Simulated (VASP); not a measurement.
# AlRu (Pm-3m) in VASP: further runs

AlRu is run at these levels: PBEsol, LDA; tasks: single point.

All numbers are computed with VASP 6.6.1; they aren't measurements. Logs are shortened: lines on timing, memory, paths and dates and some standing lists are left out, and cuts for length are marked.

### 1 The cell of the first run

The structure is cubic, space group Pm-3m (No. 221). The conventional cell has a = 2.951 Å, b = 2.951 Å, c = 2.951 Å, α = 90.00°, β = 90.00°, γ = 90.00°. Ru (site symmetry m-3m) has 8 Al at 2.56 Å and 6 Ru at 2.95 Å within 3.4 Å. Al (site symmetry m-3m) has 8 Ru at 2.56 Å and 6 Al at 2.95 Å within 3.4 Å.

### 2 Single point, PBEsol (volume scaled by 0.96)

INCAR reads:

```
PREC     = Accurate       # precision mode
ENCUT    = 520            # plane-wave cutoff, eV
EDIFF    = 1E-7           # SCF threshold, eV
ISMEAR   = -1             # smearing method
SIGMA    = 0.05           # smearing width, eV
LREAL    = F              # projectors in reciprocal space
LASPH    = T              # aspherical terms in the spheres
NELM     = 100            # most SCF steps
ALGO     = Normal         # electronic algorithm
ISIF     = 2              # what is computed and relaxed
LWAVE    = F              # write WAVECAR
LCHARG   = T              # write CHGCAR
GGA      = PS             # functional
LELF     = T              # ELF
LVHAR    = T            
NBANDS   = 16             # bands
```

KPOINTS reads:

```
regular mesh
0
Gamma
  9 9 9
```

POSCAR reads:

```
AlRu
1.0
    2.9511680166      0.0000000000      0.0000000000
    0.0000000000      2.9511680166      0.0000000000
    0.0000000000      0.0000000000      2.9511680166
Ru Al
1 1
Direct
    0.5000000000      0.5000000000      0.5000000000
    0.0000000000      0.0000000000      0.0000000000
```

Potentials or basis: VASP PAW PBE potentials, release 64 (Ru_pv, Al).

Started as:

```sh
> cat potpaw_PBE.64/Ru_pv/POTCAR potpaw_PBE.64/Al/POTCAR > POTCAR
> mpirun -np 1 vasp_std > vasp.out
```

OUTCAR:

```text
PREC = Accurate
   ENCUT = 520
   EDIFF = 1E-7
   ISMEAR = -1
   LREAL = F
   LASPH = T
   NELM = 100
   ISIF = 2
   GGA = PS

 ion  position               nearest neighbor table
   1  0.500  0.500  0.500-   2 2.56   2 2.56   2 2.56   2 2.56   2 2.56   2 2.56   2 2.56   2 2.56

   2  0.000  0.000  0.000-   1 2.56   1 2.56   1 2.56   1 2.56   1 2.56   1 2.56   1 2.56   1 2.56

  LATTYP: Found a simple cubic cell.
 ALAT       =     2.9511680166

  Lattice vectors:

 A1 = (   2.9511680166,   0.0000000000,   0.0000000000)
 A2 = (   0.0000000000,   2.9511680166,   0.0000000000)
 A3 = (   0.0000000000,   0.0000000000,   2.9511680166)

Analysis of symmetry for initial positions (statically):
=====================================================================
 Subroutine PRICEL returns:
 Original cell was already a primitive cell.

 Routine SETGRP: Setting up the symmetry group for a
 simple cubic supercell.

 Subroutine GETGRP returns: Found 48 space group operations
 (whereof 48 operations were pure point group operations)
 out of a pool of 48 trial point group operations.

The static configuration has the point symmetry O_h .

Analysis of symmetry for dynamics (positions and initial velocities):
=====================================================================
 Subroutine PRICEL returns:
 Original cell was already a primitive cell.

 Routine SETGRP: Setting up the symmetry group for a
 simple cubic supercell.

 Subroutine GETGRP returns: Found 48 space group operations
 (whereof 48 operations were pure point group operations)
 out of a pool of 48 trial point group operations.

The dynamic configuration has the point symmetry O_h .

 Subroutine INISYM returns: Found 48 space group operations
 (whereof 48 operations are pure point group operations),
 and found     1 'primitive' translations

----------------------------------------------------------------------------------------

                                     Primitive cell

  volume of cell :      25.7029

  direct lattice vectors                    reciprocal lattice vectors
     2.951168017  0.000000000  0.000000000     0.338848888  0.000000000  0.000000000
     0.000000000  2.951168017  0.000000000     0.000000000  0.338848888  0.000000000
     0.000000000  0.000000000  2.951168017     0.000000000  0.000000000  0.338848888

  length of vectors
     2.951168017  2.951168017  2.951168017     0.338848888  0.338848888  0.338848888

  position of ions in fractional coordinates (direct lattice)
[... 79 lines left out ...]
   EDIFF  = 0.1E-06   stopping-criterion for ELM
   LREAL  =      F    real-space projection
   EDIFFG = 0.1E-05   stopping-criterion for IOM
   NSW    =      0    number of steps for IOM
   IBRION =     -1    ionic relax: 0-MD 1-quasi-New 2-CG
   NFREE  =      0    steps in history (QN), initial steepest desc. (CG)
   ISIF   =      2    stress and relaxation
   ISYM   =      2    0-nonsym 1-usesym 2-fastsym
   POTIM  = 0.5000    time-step for ionic-motion
   TEBEG  =    0.0;   TEEND  =   0.0 temperature during run
   PSTRESS=    0.0 pullay stress
   NELECT =      17.0000    total number of electrons
   NUPDOWN=      -1.0000    fix difference up-down
   EMIN   =  10.00;   EMAX   =-10.00  energy-range for DOS
   EFERMI =   0.00;   METHOD = LEGACY
   ISMEAR =    -1;   SIGMA  =   0.05  broadening in eV -4-tet -1-fermi 0-gaus
   EFERMI_NEDOS =   21; number of points for ismear=-14 and -15
   IALGO  =     38    algorithm
   IMIX   =      4    mixing-type and parameters
     AMIX     =   0.40;   BMIX     =  1.00
     AMIX_MAG =   1.60;   BMIX_MAG =  1.00
  volume/ion in A,a.u.               =      12.85        86.73
  Fermi-wavevector in a.u.,A,eV,Ry     =   1.426365  2.695438 27.681268  2.034516
  Thomas-Fermi vector in A             =   2.546649
   LORBIT       =      0    0 simple, 1 ext, 2 COOP (PROOUT), +10 PAW based schemes
   GGA     = PS    functional components
   LHFCALC =     F    Hartree Fock is set to
   AEXX    =    0.0000 exact exchange contribution
   IVDW    =     0    specifies the selected vdW correction
   LEPSILON=     F    determine dielectric tensor
   LRPA    =     F    only Hartree local field effects (RPA)
 non-spin polarized calculation
  energy-cutoff  :      520.00
  volume of cell :       25.70
 maximum number of plane-waves:       739
 NGX is ok and might be reduce to    24
   NGX = 11   NGY = 11   NGZ = 11

 number of electron      16.9999999 magnetization

 Free energy of the ion-electron system (eV)
  ---------------------------------------------------
  ext. energy  EPLUGINS =         0.00000000
  ---------------------------------------------------
  free energy    TOTEN  =       -15.51318202 eV

  energy without entropy =      -15.49900989  energy(sigma->0) =      -15.50609596

 E-fermi :  11.0995     XC(G=0): -12.9010

 val. band max:       11.0851401833   @ k =   0.4444   0.4444   0.1111
 cond. band min:      11.1024649912   @ k =   0.4444   0.1111   0.1111
 fundamental gap:      0.0173248079
 Fermi energy:        11.0994585980

 k-point     1 :       0.0000    0.0000    0.0000
  band No.  band energies     occupation
      1     -30.5685      2.00000
      2     -30.5685      2.00000
      3     -30.5685      2.00000
      4       1.2583      2.00000
      5       7.3569      2.00000
      6       7.3569      2.00000
[... 433 lines left out ...]
      3     -30.5594      2.00000
      4       5.1571      2.00000
      5       7.2482      2.00000
      6       8.5394      2.00000
[... 8 lines left out ...]
     15      24.5836      0.00000
     16      25.0352      0.00000

 [... further k-points ...]

------------------------ aborting loop because EDIFF is reached ----------------------------------------

  FORCE on cell =-STRESS in cart. coord.  units (eV):
  Direction    XX          YY          ZZ          XY          YZ          ZX
  --------------------------------------------------------------------------------------
  -------------------------------------------------------------------------------------
  Total        0.9534638      0.9534638      0.9534638      0.0000000      0.0000000     -0.0000000
  in kB       59.4337271     59.4337271     59.4337271      0.0000000      0.0000000     -0.0000000
  external PRESSURE =      59.4337271 kB  Pullay stress =       0.0000000 kB

 VOLUME and BASIS-vectors are now :
 -----------------------------------------------------------------------------
  energy-cutoff  :      520.00
  volume of cell :       25.70
      direct lattice vectors                 reciprocal lattice vectors
     2.951168017  0.000000000  0.000000000     0.338848888  0.000000000  0.000000000
     0.000000000  2.951168017  0.000000000     0.000000000  0.338848888  0.000000000
     0.000000000  0.000000000  2.951168017     0.000000000  0.000000000  0.338848888

 POSITION                                       TOTAL-FORCE (eV/Angst)
 -----------------------------------------------------------------------------------
      1.47558      1.47558      1.47558         0.000000      0.000000      0.000000
      0.00000      0.00000      0.00000         0.000000      0.000000      0.000000
 -----------------------------------------------------------------------------------
    total drift:                                0.000000     -0.000000     -0.000000

  FREE ENERGIE OF THE ION-ELECTRON SYSTEM (eV)
  ---------------------------------------------------
  free  energy   TOTEN  =       -15.5131820236 eV

  energy  without entropy=      -15.4990098930  energy(sigma->0) =      -15.50609596
```

OSZICAR:

```text
N       E                     dE             d eps       ncg     rms          rms(c)
DAV:   1     0.117538906870E+03    0.11754E+03   -0.92408E+03  1136   0.997E+02
DAV:   2    -0.144404168526E+02   -0.13198E+03   -0.12569E+03  1304   0.296E+02
DAV:   3    -0.163268123180E+02   -0.18864E+01   -0.18815E+01  1480   0.373E+01
DAV:   4    -0.163393851240E+02   -0.12573E-01   -0.12560E-01  1368   0.321E+00
DAV:   5    -0.163395599247E+02   -0.17480E-03   -0.17443E-03  1400   0.368E-01    0.144E+01
DAV:   6    -0.156065906223E+02    0.73297E+00   -0.26081E+00  1240   0.177E+01    0.244E+00
DAV:   7    -0.155336005628E+02    0.72990E-01   -0.18473E-01  1160   0.489E+00    0.227E+00
DAV:   8    -0.155138037921E+02    0.19797E-01   -0.20739E-02  1368   0.123E+00    0.226E-01
DAV:   9    -0.155131976726E+02    0.60612E-03   -0.10626E-03  1312   0.335E-01    0.152E-01
DAV:  10    -0.155131833277E+02    0.14345E-04   -0.48059E-05  1280   0.686E-02    0.153E-02
DAV:  11    -0.155131824766E+02    0.85108E-06   -0.13996E-06  1384   0.830E-03    0.670E-03
DAV:  12    -0.155131819860E+02    0.49063E-06   -0.66026E-08   920   0.288E-03    0.129E-03
DAV:  13    -0.155131820236E+02   -0.37581E-07   -0.55377E-09   632   0.718E-04
   1 F= -.15513182E+02 E0= -.15506096E+02  d E =-.141721E-01
```

It took 5.6 s on 1 thread of Intel Xeon 6975P-C (Granite Rapids), shared host; peak memory 0.14 GiB.

Results:

```yaml
Free_energy: -15.5132 eV
Pressure: 5.9 GPa
```

Caveat: the PAW data sets were made with another functional, which shifts forces and pressure a little.

### 3 Single point, LDA (volume scaled by 0.98)

INCAR reads:

```
PREC = Accurate ; ENCUT = 520
EDIFF = 1E-6 ; ISMEAR = -1
SIGMA = 0.05 ; LREAL = F
LASPH = T ; NELM = 60
ALGO = Normal ; ISIF = 2
LWAVE = F ; LCHARG = F
GGA = CA ; NBANDS = 16
```

KPOINTS is that of step 2.

POSCAR reads:

```
AlRu
1.0
    2.9715215427      0.0000000000      0.0000000000
    0.0000000000      2.9715215427      0.0000000000
    0.0000000000      0.0000000000      2.9715215427
Ru Al
1 1
Direct
    0.5000000000      0.5000000000      0.5000000000
    0.0000000000      0.0000000000      0.0000000000
```

Potentials or basis: VASP PAW LDA potentials, release 64 (Ru_pv, Al).

Started as:

```sh
> cat potpaw_LDA.64/Ru_pv/POTCAR potpaw_LDA.64/Al/POTCAR > POTCAR
> mpirun -np 1 vasp_std > vasp.out
```

OUTCAR:

```text
PREC = Accurate
   ENCUT = 520
   EDIFF = 1E-6
   ISMEAR = -1
   LREAL = F
   LASPH = T
   NELM = 60
   ISIF = 2
   GGA = CA

 ion  position               nearest neighbor table
   1  0.500  0.500  0.500-   2 2.57   2 2.57   2 2.57   2 2.57   2 2.57   2 2.57   2 2.57   2 2.57

   2  0.000  0.000  0.000-   1 2.57   1 2.57   1 2.57   1 2.57   1 2.57   1 2.57   1 2.57   1 2.57

  LATTYP: Found a simple cubic cell.
 ALAT       =     2.9715215427

  Lattice vectors:

 A1 = (   2.9715215427,   0.0000000000,   0.0000000000)
[... 625 lines left out ...]
      3     -30.7906      2.00000
      4       4.8755      2.00000
      5       6.9604      2.00000
      6       8.2299      2.00000
[... 8 lines left out ...]
     15      23.9976      0.00000
     16      24.4589      0.00000

 [... further k-points ...]
[... 5 lines left out ...]
  --------------------------------------------------------------------------------------
  -------------------------------------------------------------------------------------
  Total       -0.5795370     -0.5795370     -0.5795370     -0.0000000      0.0000000     -0.0000000
  in kB      -35.3879229    -35.3879229    -35.3879229     -0.0000000      0.0000000     -0.0000000
  external PRESSURE =     -35.3879229 kB  Pullay stress =       0.0000000 kB

 VOLUME and BASIS-vectors are now :
 -----------------------------------------------------------------------------
  energy-cutoff  :      520.00
  volume of cell :       26.24
      direct lattice vectors                 reciprocal lattice vectors
     2.971521543  0.000000000  0.000000000     0.336527932  0.000000000  0.000000000
     0.000000000  2.971521543  0.000000000     0.000000000  0.336527932  0.000000000
     0.000000000  0.000000000  2.971521543     0.000000000  0.000000000  0.336527932

 POSITION                                       TOTAL-FORCE (eV/Angst)
 -----------------------------------------------------------------------------------
      1.48576      1.48576      1.48576         0.000000      0.000000      0.000000
      0.00000      0.00000      0.00000         0.000000      0.000000      0.000000
 -----------------------------------------------------------------------------------
    total drift:                                0.000000     -0.000000     -0.000000

  FREE ENERGIE OF THE ION-ELECTRON SYSTEM (eV)
  ---------------------------------------------------
  free  energy   TOTEN  =       -16.1839922864 eV

  energy  without entropy=      -16.1693878626  energy(sigma->0) =      -16.17669007
```

It took 4.1 s on 1 thread of Intel Xeon 6975P-C (Granite Rapids), shared host; peak memory 0.13 GiB.

What came out:

```yaml
Free_energy: -16.1840 eV
Pressure: -3.5 GPa
```

### 4 Single point, PBEsol (volume scaled by 1.04)

INCAR reads:

```
SYSTEM = AlRu
PREC     = Accurate       ! precision mode
ENCUT    = 520            ! plane-wave cutoff, eV
EDIFF    = 1E-6           ! SCF threshold, eV
ISMEAR   = -1             ! smearing method
SIGMA    = 0.05           ! smearing width, eV
LREAL    = .False.        ! projectors in reciprocal space
LASPH    = .True.         ! aspherical terms in the spheres
NELM     = 80             ! most SCF steps
ALGO     = Normal         ! electronic algorithm
ISIF     = 2              ! what is computed and relaxed
LWAVE    = .False.        ! write WAVECAR
LCHARG   = .False.        ! write CHGCAR
GGA      = PS             ! functional
NBANDS   = 16             ! bands
```

KPOINTS reads:

```
Automatic mesh
0
Gamma
  9 9 9
  0 0 0
```

POSCAR reads:

```
AlRu
1.0
    3.0309676725      0.0000000000      0.0000000000
    0.0000000000      3.0309676725      0.0000000000
    0.0000000000      0.0000000000      3.0309676725
Ru Al
1 1
Direct
    0.5000000000      0.5000000000      0.5000000000
    0.0000000000      0.0000000000      0.0000000000
```

Potentials or basis: VASP PAW PBE potentials, release 64 (Ru_pv, Al).

Started as:

```sh
> cat potpaw_PBE.64/Ru_pv/POTCAR potpaw_PBE.64/Al/POTCAR > POTCAR
> mpirun -np 1 vasp_std > vasp.out
```

OUTCAR:

```text
SYSTEM = AlRu
   PREC = Accurate
   ENCUT = 520
   EDIFF = 1E-6
   ISMEAR = -1
   LREAL = .False.
   LASPH = .True.
   NELM = 80
   ISIF = 2
   GGA = PS

 ion  position               nearest neighbor table
   1  0.500  0.500  0.500-   2 2.62   2 2.62   2 2.62   2 2.62   2 2.62   2 2.62   2 2.62   2 2.62

   2  0.000  0.000  0.000-   1 2.62   1 2.62   1 2.62   1 2.62   1 2.62   1 2.62   1 2.62   1 2.62

  LATTYP: Found a simple cubic cell.
 ALAT       =     3.0309676725

  Lattice vectors:

 A1 = (   3.0309676725,   0.0000000000,   0.0000000000)
 A2 = (   0.0000000000,   3.0309676725,   0.0000000000)
 A3 = (   0.0000000000,   0.0000000000,   3.0309676725)

Analysis of symmetry for initial positions (statically):
=====================================================================
 Subroutine PRICEL returns:
 Original cell was already a primitive cell.

 Routine SETGRP: Setting up the symmetry group for a
 simple cubic supercell.

 Subroutine GETGRP returns: Found 48 space group operations
[... 9 lines left out ...]

 Routine SETGRP: Setting up the symmetry group for a
 simple cubic supercell.

 Subroutine GETGRP returns: Found 48 space group operations
[... 11 lines left out ...]
                                     Primitive cell
[... 133 lines left out ...]
  ext. energy  EPLUGINS =         0.00000000
  ---------------------------------------------------
  free energy    TOTEN  =       -15.47449360 eV

  energy without entropy =      -15.45871769  energy(sigma->0) =      -15.46660565

 E-fermi :   9.9787     XC(G=0): -12.4886

 val. band max:        9.9578117756   @ k =   0.4444   0.4444   0.1111
 cond. band min:       9.9841051742   @ k =   0.4444   0.1111   0.1111
 fundamental gap:      0.0262933986
 Fermi energy:         9.9787397218

 k-point     1 :       0.0000    0.0000    0.0000
  band No.  band energies     occupation
      1     -31.6748      2.00000
      2     -31.6748      2.00000
      3     -31.6748      2.00000
      4       0.5999      2.00000
      5       6.6647      2.00000
      6       6.6647      2.00000
[... 433 lines left out ...]
      3     -31.6685      2.00000
      4       4.3976      2.00000
      5       6.4152      2.00000
      6       7.6457      2.00000
[... 8 lines left out ...]
     15      22.7409      0.00000
     16      23.2877      0.00000

 [... further k-points ...]
[... 5 lines left out ...]
  --------------------------------------------------------------------------------------
  -------------------------------------------------------------------------------------
  Total       -1.8530258     -1.8530258     -1.8530258     -0.0000000      0.0000000     -0.0000000
  in kB     -106.6223224   -106.6223224   -106.6223224     -0.0000000      0.0000000     -0.0000000
  external PRESSURE =    -106.6223224 kB  Pullay stress =       0.0000000 kB

 VOLUME and BASIS-vectors are now :
 -----------------------------------------------------------------------------
  energy-cutoff  :      520.00
  volume of cell :       27.84
      direct lattice vectors                 reciprocal lattice vectors
     3.030967673  0.000000000  0.000000000     0.329927636  0.000000000  0.000000000
     0.000000000  3.030967673  0.000000000     0.000000000  0.329927636  0.000000000
     0.000000000  0.000000000  3.030967673     0.000000000  0.000000000  0.329927636

 POSITION                                       TOTAL-FORCE (eV/Angst)
 -----------------------------------------------------------------------------------
      1.51548      1.51548      1.51548         0.000000      0.000000      0.000000
      0.00000      0.00000      0.00000         0.000000      0.000000      0.000000
 -----------------------------------------------------------------------------------
    total drift:                                0.000000     -0.000000     -0.000000

  FREE ENERGIE OF THE ION-ELECTRON SYSTEM (eV)
  ---------------------------------------------------
  free  energy   TOTEN  =       -15.4744935999 eV

  energy  without entropy=      -15.4587176927  energy(sigma->0) =      -15.46660565
```

stdout:

```text
POSCAR found type information on POSCAR RuAl
 POSCAR found :  2 types and       2 ions
 scaLAPACK will be used
 -----------------------------------------------------------------------------
|                                                                             |
|                                                                             |
|     You enforced a specific xc type in the INCAR file but a different       |
|     I HOPE YOU KNOW WHAT YOU ARE DOING!                                     |
|                                                                             |
 -----------------------------------------------------------------------------

 LDA part: xc-table for (Slater+PW92), standard interpolation
 POSCAR, INCAR and KPOINTS ok, starting setup
 FFT: planning ... GRIDC
 FFT: planning ... GRID_SOFT
 FFT: planning ... GRID
 WAVECAR not read
 entering main loop
```

Run time: 5 s. Hardware: 1 thread of Intel Xeon 6975P-C (Granite Rapids), shared host; peak memory 0.14 GiB.

Results:

| Item | Value |
| --- | --- |
| Free energy | -15.4745 eV |
| Pressure | -10.7 GPa |

Caveat: the PAW data sets were made with another functional, which shifts forces and pressure a little.

[end of part 1 of 2]
